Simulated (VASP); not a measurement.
A run of VASP 6.6.1 is set up as follows.

File INCAR:

```
ALGO = Normal
EDIFF = 1E-6
ENCUT = 600
GGA_COMPAT = F
ISIF = 2
ISMEAR = -1
LASPH = T
LCHARG = T
LELF = T
LREAL = F
LVHAR = T
LWAVE = F
NBANDS = 33
NELM = 120
PREC = Accurate
SIGMA = 0.02
```

The input KPOINTS:

```
k-points
0
Gamma
  8 8 6
```

Contents of POSCAR:

```
ZrO2
1.0
    3.5575410655      0.0000000000      0.0000000000
    0.0000000000      3.5575410655      0.0000000000
    0.0000000000      0.0000000000      5.1132920296
Zr O
2 4
Direct
    0.0000000000      0.0000000000      0.0000000000
    0.5000000000      0.5000000000      0.5000000000
    0.0000000000      0.5000000000      0.2065512890
    0.0000000000      0.5000000000      0.7065512890
    0.5000000000      0.0000000000      0.2934487110
    0.5000000000      0.0000000000      0.7934487110
```

Potentials or basis: VASP PAW LDA potentials, release 64 (Zr_sv, O).

Command:

```sh
$ cat potpaw_LDA.64/Zr_sv/POTCAR potpaw_LDA.64/O/POTCAR > POTCAR
$ mpirun -np 1 vasp_std > vasp.out
```

Question: Estimate the largest force.

Answer: 0.038 eV/Å.

Question: Predict the pressure.

Answer: 0.6 GPa.

Question: Predict the band gap on the k mesh.

Answer: 3.97 eV (least direct gap 4.08 eV).

Forces in eV/Å, atoms in the order of the input:
```
Zr   0.000  0.000  0.000
Zr   0.000  0.000  0.000
O    0.000  0.000  0.038
O    0.000  0.000  0.038
O    0.000  0.000 -0.038
O    0.000  0.000 -0.038
```

A k mesh can miss the band edges.
